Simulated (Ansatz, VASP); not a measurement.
## Pt: VASP beside Ansatz

```
Pt
1.0
    -1.57028    1.57028    1.57028
     1.57028   -1.57028    1.57028
     1.57028    1.57028   -1.57028
Pt
1
Direct
  0.00000 0.00000 0.00000
```

Alike in both runs: task single point; functional RPBE; k mesh 16 × 16 × 16; occupations fermi-dirac, width 0.1 eV; no spin polarisation.

|  | VASP | Ansatz |
| --- | --- | --- |
| version | VASP 6.6.1 | Ansatz 0.2.0 |
| potentials or method | VASP PAW PBE potentials, release 64 (Pt), cutoff 520 eV | plane waves (420 eV) with PAW, scalar-relativistic |
| valence electrons in the cell | 10 | 18 |

|  | VASP | Ansatz | Ansatz less VASP |
| --- | --- | --- | --- |
| pressure (GPa) | 9.5 | 10.0 | +0.54 |

VASP's potentials were made for PBE, not for RPBE. The functional is the same, so the differences come from potentials, cutoffs and numerics. VASP's potentials hold 10 valence electrons a cell and Ansatz's 18, so a difference there can come from the potentials and not from the codes.

Spin-orbit coupling is off throughout.
